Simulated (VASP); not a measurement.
TiBMoC2, 5 atoms in the cell. It takes space group P6mm (No. 183, hexagonal). Conventional cell: a = 2.610 Å, b = 2.610 Å, c = 10.091 Å, α = 90.00°, β = 90.00°, γ = 120.00°. Within 3.2 Å of Ti (site symmetry 6mm) lie 6 C at 2.46 Å and 1 Mo at 2.59 Å and 6 Ti at 2.61 Å. B (site symmetry 6mm) has 1 Mo at 2.18 Å and 6 B at 2.61 Å within 2.9 Å. Mo (site symmetry 6mm) has 1 B at 2.18 Å and 1 Ti at 2.59 Å and 6 Mo at 2.61 Å within 2.9 Å. Within 2.0 Å of C (site symmetry 3m) lie 3 C at 1.51 Å. The cell was generated, and may not be a known phase.

| Quantity | Value |
| --- | --- |
| Program | VASP 6.6.1 |
| Task | single point |
| Functional | PBE |
| Potentials or basis | VASP PAW PBE potentials, release 64 (Ti_sv, B, Mo_sv, C) |
| Cutoff | 520 eV |
| k mesh | 12 × 12 × 6 |
| Occupations | gaussian, width 0.1 eV |
| Spin | no spin polarisation |
| Dipole correction | no |
| Further INCAR settings | ALGO = Normal; EDIFF = 1e-06; NBANDS = 26 |

Potentials or basis: VASP PAW PBE potentials, release 64 (Ti_sv, B, Mo_sv, C).

Launch:

```sh
$ cat potpaw_PBE.64/Ti_sv/POTCAR potpaw_PBE.64/B/POTCAR potpaw_PBE.64/Mo_sv/POTCAR potpaw_PBE.64/C/POTCAR > POTCAR
$ mpirun -np 1 vasp_std > vasp.out
```

Hardware: 1 thread of Intel Xeon 8259CL, with other jobs on the host.

Question: Estimate the wall time of this run.

Answer: Run time: 3.1 min on 1 thread of Intel Xeon 8259CL (shared host), peak memory 0.27 GiB. Counts: scf iterations 16, k points 76.
